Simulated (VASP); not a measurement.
# ZnGe2N2 (P6mm) in VASP: notebook

ZnGe2N2 is run at these levels: PBE; tasks: single point, relaxation of cell and atoms.

Everything below comes from runs of VASP 6.6.1. Logs are shortened: lines on timing, memory, paths and dates and some standing lists are left out, and cuts for length are marked.

## (1) The cell of the first run

Symmetry: P6mm, No. 183, hexagonal system. The conventional cell has a = 3.564 Å, b = 3.564 Å, c = 7.485 Å, α = 90.00°, β = 90.00°, γ = 120.00°. Within 3.2 Å of Zn (site symmetry 6mm) lie 2 Ge at 2.44 to 2.49 Å and 6 N at 2.62 Å. Ge (site symmetry 6mm) has 1 Zn at 2.44 Å and 1 Ge at 2.55 Å within 3.2 Å. Within 3.0 Å of Ge (site symmetry 6mm) lie 6 N at 2.23 Å and 1 Zn at 2.49 Å and 1 Ge at 2.55 Å. Within 2.7 Å of N (site symmetry 3m) lie 3 N at 2.06 Å and 3 Ge at 2.23 Å and 3 Zn at 2.62 Å.

The cell was built from a structure type or drawn by symmetry, and may not be a known phase.

## (2) Single point, PBE

Input file INCAR:

```
  PREC = Accurate
  ENCUT = 520
  EDIFF = 1E-7
  ISMEAR = 0
  SIGMA = 0.1
  LREAL = False
  LASPH = True
  NELM = 100
  ALGO = Normal
  ISIF = 2
  LWAVE = False
  LCHARG = True
  GGA = PE
  LELF = True
  LVHAR = True
  NBANDS = 33
```

Input file KPOINTS:

```
regular mesh
0
Gamma
  6 6 2
```

Input file POSCAR:

```
ZnGe2N2
1.0
    3.5642955780      0.0000000000      0.0000000000
   -1.7821477890      3.0867705171      0.0000000000
    0.0000000000      0.0000000000      7.4852027575
Zn Ge N
1 2 2
Direct
    0.0000000000      0.0000000000      0.7445643786
    0.0000000000      0.0000000000      0.4182786417
    0.0000000000      0.0000000000      1.0776692680
    0.3333333333      0.6666666667      0.9616100458
    0.6666666667      0.3333333333      0.9616100458
```

Potentials or basis: VASP PAW PBE potentials, release 64 (Zn, Ge_d, N).

Run with:

```bash
cat potpaw_PBE.64/Zn/POTCAR potpaw_PBE.64/Ge_d/POTCAR potpaw_PBE.64/N/POTCAR > POTCAR
mpirun -np 1 vasp_std > vasp.out
```

OUTCAR:

```text
PREC = Accurate
   ENCUT = 520
   EDIFF = 1E-7
   ISMEAR = 0
   LREAL = False
   LASPH = True
   NELM = 100
   ISIF = 2
   GGA = PE

 ion  position               nearest neighbor table
   1  0.000  0.000  0.745-   2 2.44   3 2.49
   2  0.000  0.000  0.418-   1 2.44   3 2.55
   3  0.000  0.000  0.078-   4 2.23   5 2.23   4 2.23   5 2.23   5 2.23   4 2.23   1 2.49   2 2.55

   4  0.333  0.667  0.962-   3 2.23   3 2.23   3 2.23
   5  0.667  0.333  0.962-   3 2.23   3 2.23   3 2.23

  LATTYP: Found a hexagonal cell.
 ALAT       =     3.5642955780
 C/A-ratio  =     2.1000510742

  Lattice vectors:

 A1 = (   3.5642955780,   0.0000000000,   0.0000000000)
 A2 = (  -1.7821477890,   3.0867705171,   0.0000000000)
 A3 = (   0.0000000000,   0.0000000000,   7.4852027575)

Analysis of symmetry for initial positions (statically):
=====================================================================
 Subroutine PRICEL returns:
 Original cell was already a primitive cell.

 Routine SETGRP: Setting up the symmetry group for a
 hexagonal supercell.

 Subroutine GETGRP returns: Found 12 space group operations
 (whereof 12 operations were pure point group operations)
 out of a pool of 24 trial point group operations.

The static configuration has the point symmetry C_6v.

Analysis of symmetry for dynamics (positions and initial velocities):
=====================================================================
 Subroutine PRICEL returns:
 Original cell was already a primitive cell.

 Routine SETGRP: Setting up the symmetry group for a
 hexagonal supercell.

 Subroutine GETGRP returns: Found 12 space group operations
 (whereof 12 operations were pure point group operations)
 out of a pool of 24 trial point group operations.

The dynamic configuration has the point symmetry C_6v.

 Subroutine INISYM returns: Found 12 space group operations
 (whereof 12 operations are pure point group operations),
 and found     1 'primitive' translations

----------------------------------------------------------------------------------------

                                     Primitive cell

  volume of cell :      82.3534

  direct lattice vectors                    reciprocal lattice vectors
     3.564295578  0.000000000  0.000000000     0.280560346  0.161981591  0.000000000
    -1.782147789  3.086770517  0.000000000     0.000000000  0.323963182  0.000000000
     0.000000000  0.000000000  7.485202757     0.000000000  0.000000000  0.133596915
[... 80 lines left out ...]
   LREAL  =      F    real-space projection
   EDIFFG = 0.1E-05   stopping-criterion for IOM
   NSW    =      0    number of steps for IOM
   IBRION =     -1    ionic relax: 0-MD 1-quasi-New 2-CG
   NFREE  =      0    steps in history (QN), initial steepest desc. (CG)
   ISIF   =      2    stress and relaxation
   ISYM   =      2    0-nonsym 1-usesym 2-fastsym
   POTIM  = 0.5000    time-step for ionic-motion
   TEBEG  =    0.0;   TEEND  =   0.0 temperature during run
   PSTRESS=    0.0 pullay stress
   NELECT =      50.0000    total number of electrons
   NUPDOWN=      -1.0000    fix difference up-down
   EMIN   =  10.00;   EMAX   =-10.00  energy-range for DOS
   EFERMI =   0.00;   METHOD = LEGACY
   ISMEAR =     0;   SIGMA  =   0.10  broadening in eV -4-tet -1-fermi 0-gaus
   EFERMI_NEDOS =   21; number of points for ismear=-14 and -15
   IALGO  =     38    algorithm
   IMIX   =      4    mixing-type and parameters
     AMIX     =   0.40;   BMIX     =  1.00
     AMIX_MAG =   1.60;   BMIX_MAG =  1.00
  volume/ion in A,a.u.               =      16.47       111.15
  Fermi-wavevector in a.u.,A,eV,Ry     =   1.386237  2.619609 26.145693  1.921654
  Thomas-Fermi vector in A             =   2.510572
   LORBIT       =      0    0 simple, 1 ext, 2 COOP (PROOUT), +10 PAW based schemes
   GGA     = PE    functional components
   LHFCALC =     F    Hartree Fock is set to
   AEXX    =    0.0000 exact exchange contribution
   IVDW    =     0    specifies the selected vdW correction
   LEPSILON=     F    determine dielectric tensor
   LRPA    =     F    only Hartree local field effects (RPA)
 non-spin polarized calculation
 Gauss-broadening in eV      SIGMA  =   0.10
  energy-cutoff  :      520.00
  volume of cell :       82.35
 maximum number of plane-waves:      2247
 NGX is ok and might be reduce to    28
   NGX = 13   NGY = 13   NGZ = 27

 number of electron      50.0000001 magnetization

 Free energy of the ion-electron system (eV)
  ---------------------------------------------------
  ext. energy  EPLUGINS =         0.00000000
  ---------------------------------------------------
  free energy    TOTEN  =       -19.33225957 eV

  energy without entropy =      -19.31346757  energy(sigma->0) =      -19.32286357

 E-fermi :   3.7075     XC(G=0): -10.3194

 val. band max:        3.6378107686   @ k =   0.1667   0.1667   0.0000
 cond. band min:       3.7127775194   @ k =   0.1667  -0.0000   0.5000
 fundamental gap:      0.0749667508
 Fermi energy:         3.7075181570

 k-point     1 :       0.0000    0.0000    0.0000
  band No.  band energies     occupation
      1     -21.1629      2.00000
      2     -21.1065      2.00000
      3     -21.1065      2.00000
      4     -21.1028      2.00000
      5     -21.1028      2.00000
      6     -20.9458      2.00000
[... 493 lines left out ...]
     32      10.3862      0.00000
     33      10.3862      0.00000

------------------------ aborting loop because EDIFF is reached ----------------------------------------

  FORCE on cell =-STRESS in cart. coord.  units (eV):
  Direction    XX          YY          ZZ          XY          YZ          ZX
  --------------------------------------------------------------------------------------
  -------------------------------------------------------------------------------------
  Total        0.1097386      0.1097386      0.1593164      0.0000000     -0.0000000      0.0000000
  in kB        2.1349537      2.1349537      3.0994844      0.0000000     -0.0000000      0.0000000
  external PRESSURE =       2.4564639 kB  Pullay stress =       0.0000000 kB

 VOLUME and BASIS-vectors are now :
 -----------------------------------------------------------------------------
  energy-cutoff  :      520.00
  volume of cell :       82.35
      direct lattice vectors                 reciprocal lattice vectors
     3.564295578  0.000000000  0.000000000     0.280560346  0.161981591  0.000000000
    -1.782147789  3.086770517  0.000000000     0.000000000  0.323963182  0.000000000
     0.000000000  0.000000000  7.485202757     0.000000000  0.000000000  0.133596915

 POSITION                                       TOTAL-FORCE (eV/Angst)
 -----------------------------------------------------------------------------------
      0.00000      0.00000      5.57322         0.000000     -0.000000     -0.032203
      0.00000      0.00000      3.13090        -0.000000     -0.000000      0.022283
      0.00000      0.00000      0.58137        -0.000000      0.000000      0.025848
     -0.00000      2.05785      7.19785         0.000000      0.000000     -0.007964
      1.78215      1.02892      7.19785         0.000000     -0.000000     -0.007964
 -----------------------------------------------------------------------------------
    total drift:                                0.000001      0.000001     -0.002965

  FREE ENERGIE OF THE ION-ELECTRON SYSTEM (eV)
  ---------------------------------------------------
  free  energy   TOTEN  =       -19.3322595657 eV

  energy  without entropy=      -19.3134675682  energy(sigma->0) =      -19.32286357
```

OSZICAR:

```text
N       E                     dE             d eps       ncg     rms          rms(c)
DAV:   1     0.455106290226E+03    0.45511E+03   -0.23051E+04  1070   0.351E+03
DAV:   2     0.618636764803E+02   -0.39324E+03   -0.37477E+03   940   0.752E+02
DAV:   3    -0.168867745192E+02   -0.78750E+02   -0.76554E+02  1085   0.199E+02
DAV:   4    -0.219209851720E+02   -0.50342E+01   -0.49320E+01  1075   0.575E+01
DAV:   5    -0.220395019921E+02   -0.11852E+00   -0.11834E+00  1069   0.950E+00    0.988E+00
DAV:   6    -0.211845347696E+02    0.85497E+00   -0.23398E+01  1460   0.553E+01    0.905E+00
DAV:   7    -0.193398063360E+02    0.18447E+01   -0.73194E+00  1103   0.163E+01    0.295E+00
DAV:   8    -0.193434834537E+02   -0.36771E-02   -0.67445E-01  1076   0.534E+00    0.149E+00
DAV:   9    -0.193324873136E+02    0.10996E-01   -0.43362E-02  1379   0.223E+00    0.302E-01
DAV:  10    -0.193322503585E+02    0.23696E-03   -0.49522E-03  1340   0.133E+00    0.147E-01
DAV:  11    -0.193322260449E+02    0.24314E-04   -0.12912E-03  1357   0.571E-01    0.705E-02
DAV:  12    -0.193322403706E+02   -0.14326E-04   -0.32573E-04  1274   0.220E-01    0.292E-02
DAV:  13    -0.193322586346E+02   -0.18264E-04   -0.51873E-05  1231   0.935E-02    0.711E-03
DAV:  14    -0.193322596636E+02   -0.10291E-05   -0.95868E-06  1106   0.283E-02    0.440E-03
DAV:  15    -0.193322595657E+02    0.97953E-07   -0.91435E-07   958   0.118E-02
   1 F= -.19332260E+02 E0= -.19322864E+02  d E =-.187920E-01
```

It took 38 s on 1 thread of Intel Xeon Platinum 8375C at 2.90GHz (Ice Lake), shared host; peak memory 0.21 GiB.

Results:

```yaml
Free_energy: -19.3323 eV
Pressure: 0.2 GPa
Largest_force: 0.032 eV/Å
Band_gap_on_the_k_mesh: zero (bands 25 and 26 overlap by 2.08 eV)
```

Forces on the atoms (eV/Å):
```
Zn   0.000  0.000 -0.032
Ge   0.000  0.000  0.022
Ge   0.000  0.000  0.026
N    0.000  0.000 -0.008
N    0.000  0.000 -0.008
```

Levels at points of the mesh, in eV from the Fermi level:
| k point | band 21 | band 22 | band 23 | band 24 | band 25 | band 26 | band 27 | band 28 | band 29 | band 30 |
| --- | --- | --- | --- | --- | --- | --- | --- | --- | --- | --- |
| (0.00, 0.00, 0.00) | -4.30 | -2.86 | -2.32 | -1.62 | -1.62 | 0.43 | 2.09 | 4.02 | 4.02 | 5.09 |
| (0.50, 0.00, 0.00) | -4.19 | -4.13 | -2.38 | -0.96 | 1.21 | 1.29 | 2.28 | 2.44 | 3.45 | 3.89 |
| (0.00, 0.00, 0.50) | -4.30 | -4.30 | -1.61 | -1.61 | -0.66 | 0.43 | 1.45 | 3.86 | 3.86 | 6.17 |
| (0.50, 0.00, 0.50) | -4.35 | -3.17 | -2.07 | -1.80 | 0.83 | 0.98 | 2.11 | 2.11 | 2.44 | 3.06 |

Caveat: the k points lie up to 0.42 Å⁻¹ apart, too coarse for converged energies and pressures of a metal.

## (3) Relaxation of cell and atoms, PBE

This run uses another cell than the first one, of 15.86 Å³/atom.

Input file INCAR:

```
SYSTEM = ZnGe2N2
  PREC = Accurate
  ENCUT = 600
  EDIFF = 1E-6
  ISMEAR = 0
  SIGMA = 0.1
  LREAL = .False.
  LASPH = .True.
  NELM = 100
  ALGO = Normal
  ISIF = 3
  LWAVE = .False.
  LCHARG = .False.
  GGA = PE
  IBRION = 2
  NSW = 90
  EDIFFG = -0.04
```

Input file KPOINTS:

```
regular mesh
0
Gamma
  6 6 2
  0 0 0
```

Input file POSCAR:

```
ZnGe2N2
1.0
    3.4382695200      0.0000000000      0.0000000000
   -1.7191347600      2.9776287500      0.0000000000
    0.0000000000      0.0000000000      7.7450481100
Zn Ge N
1 2 2
Direct
    0.0000000000      0.0000000000      0.7194166700
    0.0000000000      0.0000000000      0.4577581600
    0.0000000000      0.0000000000      0.9937033500
    0.3333333300      0.6666666700      0.9964271000
    0.6666666700      0.3333333300      0.9964271000
```

Potentials or basis: VASP PAW PBE potentials, release 64 (Zn, Ge_d, N).

Run with:

```bash
cat potpaw_PBE.64/Zn/POTCAR potpaw_PBE.64/Ge_d/POTCAR potpaw_PBE.64/N/POTCAR > POTCAR
mpirun -np 1 vasp_std > vasp.out
```

OUTCAR:

```text
SYSTEM = ZnGe2N2
   PREC = Accurate
   ENCUT = 600
   EDIFF = 1E-6
   ISMEAR = 0
   LREAL = .False.
   LASPH = .True.
   NELM = 100
   ISIF = 3
   GGA = PE
   IBRION = 2
   NSW = 90
   EDIFFG = -0.04

 ion  position               nearest neighbor table
   1  0.000  0.000  0.719-   2 2.03   3 2.12
   2  0.000  0.000  0.458-   1 2.03
   3  0.000  0.000  0.994-   4 1.99   5 1.99   5 1.99   4 1.99   5 1.99   4 1.99   1 2.12
   4  0.333  0.667  0.996-   3 1.99   3 1.99   3 1.99
   5  0.667  0.333  0.996-   3 1.99   3 1.99   3 1.99

  LATTYP: Found a hexagonal cell.
 ALAT       =     3.4382695200
 C/A-ratio  =     2.2526006367

  Lattice vectors:

 A1 = (   3.4382695200,   0.0000000000,   0.0000000000)
 A2 = (  -1.7191347600,   2.9776287500,   0.0000000000)
 A3 = (   0.0000000000,   0.0000000000,   7.7450481100)

[... 300 lines left out ...]
      6     -21.5645      2.00000
[... 451 lines left out ...]
     29       5.9137      0.00000
     30       5.9137      0.00000

[... ionic steps 4 to 29 ...]

--------------------------------------- Ionic step       30  -------------------------------------------

 number of electron      50.0000008 magnetization

------------------------ aborting loop because EDIFF is reached ----------------------------------------
[... 73 lines left out ...]
--------------------------------------- Ionic step       32  -------------------------------------------

 number of electron      50.0000009 magnetization

 Free energy of the ion-electron system (eV)
  ---------------------------------------------------
  ext. energy  EPLUGINS =         0.00000000
  ---------------------------------------------------
  free energy    TOTEN  =       -19.33432142 eV

  energy without entropy =      -19.31478518  energy(sigma->0) =      -19.32455330

 E-fermi :   3.6745     XC(G=0): -10.3046

 val. band max:        3.6125240794   @ k =   0.1667   0.1667   0.0000
 cond. band min:       3.6829669952   @ k =   0.1667  -0.0000   0.5000
 fundamental gap:      0.0704429159
 Fermi energy:         3.6745150107

 k-point     1 :       0.0000    0.0000    0.0000
  band No.  band energies     occupation
      1     -21.1808      2.00000
      2     -21.1264      2.00000
      3     -21.1264      2.00000
      4     -21.1224      2.00000
      5     -21.1224      2.00000
      6     -20.9722      2.00000
[... 483 lines left out ...]
  FREE ENERGIE OF THE ION-ELECTRON SYSTEM (eV)
  ---------------------------------------------------
  free  energy   TOTEN  =       -19.3343214193 eV

  energy  without entropy=      -19.3147851812  energy(sigma->0) =      -19.32455330

 reached required accuracy - stopping structural energy minimisation
```

OSZICAR:

```text
N       E                     dE             d eps       ncg     rms          rms(c)
DAV:   1     0.504111295356E+03    0.50411E+03   -0.27226E+04   968   0.429E+03
DAV:   2     0.729765804194E+02   -0.43113E+03   -0.41687E+03   862   0.858E+02
DAV:   3    -0.135896876542E+02   -0.86566E+02   -0.83158E+02   984   0.231E+02
DAV:   4    -0.201328644486E+02   -0.65432E+01   -0.64347E+01   920   0.713E+01
[... 340 lines left out ...]
DAV:   2    -0.193350422363E+02   -0.24661E-03   -0.42175E-03  1202   0.877E-01    0.205E-01
DAV:   3    -0.193344281656E+02    0.61407E-03   -0.12590E-03  1422   0.417E-01    0.692E-02
DAV:   4    -0.193343188112E+02    0.10935E-03   -0.27055E-04  1078   0.174E-01    0.128E-02
DAV:   5    -0.193343217144E+02   -0.29032E-05   -0.54097E-05   912   0.641E-02    0.634E-03
DAV:   6    -0.193343214193E+02    0.29502E-06   -0.24208E-06   772   0.164E-02
  32 F= -.19334321E+02 E0= -.19324553E+02  d E =-.162109E-03
```

CONTCAR:

```text
ZnGe2N2
   1.00000000000000
     3.5666271088524506   -0.0000000000000000   -0.0000000000000000
    -1.7833135544262253    3.0887896827734553    0.0000000000000000
     0.0000000000000000    0.0000000000000000    7.4997115394864498
  Zn              Ge              N
     1     2     2
Direct
     0.0000000000000000    0.0000000000000000    0.7448313003441451
     0.0000000000000000    0.0000000000000000    0.4190236856637660
     0.0000000000000000    0.0000000000000000    0.0779514826404966
     0.3333333300000021    0.6666666699999979    0.9609629556757920
     0.6666666699999979    0.3333333300000021    0.9609629556757920

  0.00000000E+00  0.00000000E+00  0.00000000E+00
  0.00000000E+00  0.00000000E+00  0.00000000E+00
  0.00000000E+00  0.00000000E+00  0.00000000E+00
  0.00000000E+00  0.00000000E+00  0.00000000E+00
  0.00000000E+00  0.00000000E+00  0.00000000E+00
```

Run time: 13 min. Hardware: 1 thread of Intel Xeon Platinum 8375C at 2.90GHz (Ice Lake), shared host; peak memory 0.24 GiB.

Results:

| Property | Result |
| --- | --- |
| Free energy | -19.3343 eV |
| Relaxed volume | 16.52 Å³/atom |
| Relaxed cell | a = 3.567 Å, b = 3.567 Å, c = 7.500 Å, α = 90.00°, β = 90.00°, γ = 120.00° |
| Space group after relaxing (to 0.1 Å) | P6mm (No. 183) |
| Energy gained by relaxing | 567.1 meV/atom |
| Ionic steps | 32 |
| Pressure after relaxing | 0.0 GPa |
| Largest force after relaxing | 0.009 eV/Å |
| Band gap on the k mesh | zero (bands 25 and 26 overlap by 2.07 eV) |

Forces on the atoms (eV/Å):
```
Zn   0.000  0.000 -0.009
Ge   0.000  0.000 -0.005
Ge   0.000  0.000  0.000
N    0.000  0.000  0.007
N    0.000  0.000  0.007
```

Step by step:
```
step  energy change (eV)  largest force (eV/Å)  pressure (GPa)  volume (Å³)
   1              0.0000                6.2206           26.98        79.29
   2             -1.6830                0.6339           -6.00       113.73
   3             -2.0863                0.7674           -0.04        98.52
   4             -2.1268                0.5000           -0.61        98.67
   5             -2.1538                0.7188           -1.53        98.96
   6             -2.1815                0.8112           -1.27        97.76
   7             -2.2600                1.0794           -0.19        94.21
   8             -2.3683                1.4845            2.67        87.36
   9             -2.3943                1.4490            2.51        86.99
  10             -2.4492                1.3579            2.41        85.90
  11             -2.3419                1.4194            3.71        83.72
  12             -2.4552                1.3399            2.57        85.55
  13             -2.4563                1.3228            2.61        85.31
  14             -2.4795                1.2041            2.24        85.89
  15             -2.5292                0.9019            0.44        87.64
  16             -2.5535                0.4570           -2.20        91.21
  17             -2.5559                0.5416           -1.82        90.42
  18             -2.5740                0.4757           -1.53        89.89
  19             -2.6173                0.3051           -0.70        88.30
  20             -2.6389                0.5620            1.39        85.16
  21             -2.6430                0.4235            0.86        86.14
  22             -2.6674                0.4736            0.22        86.05
  23             -2.7060                0.6802           -0.86        85.77
  24             -2.7444                0.5448           -0.73        84.98
  25             -2.8124                0.2307            0.00        82.63
  26             -2.8140                0.3867            0.45        82.03
  27             -2.8316                0.1840            0.41        81.98
  28             -2.8341                0.0818            0.49        81.95
  29             -2.8354                0.0428           -0.09        82.69
  30             -2.8354                0.0452           -0.08        82.64
  31             -2.8354                0.0461            0.00        82.62
  32             -2.8355                0.0086           -0.01        82.62
```

Final structure:
```
Zn Ge N
1.0
     3.56663    0.00000    0.00000
    -1.78331    3.08879    0.00000
     0.00000    0.00000    7.49971
Zn Ge N
1 2 2
Cartesian
  0.0000 0.0000 5.5860
  0.0000 0.0000 3.1426
  0.0000 0.0000 0.5846
  0.0000 2.0592 7.2069
  1.7833 1.0296 7.2069
```

Levels at points of the mesh, in eV from the Fermi level:
| k point | band 23 | band 24 | band 25 | band 26 | band 27 | band 28 |
| --- | --- | --- | --- | --- | --- | --- |
| (0.00, 0.00, 0.00) | -2.31 | -1.59 | -1.59 | 0.44 | 2.09 | 4.02 |
| (0.50, 0.00, 0.00) | -2.37 | -0.95 | 1.21 | 1.27 | 2.29 | 2.45 |
| (0.00, 0.00, 0.50) | -1.58 | -1.58 | -0.65 | 0.44 | 1.44 | 3.86 |
| (0.50, 0.00, 0.50) | -2.07 | -1.79 | 0.82 | 0.99 | 2.12 | 2.12 |

Caveat: the k points lie up to 0.42 Å⁻¹ apart in the final cell, too coarse for converged energies and pressures of a metal.
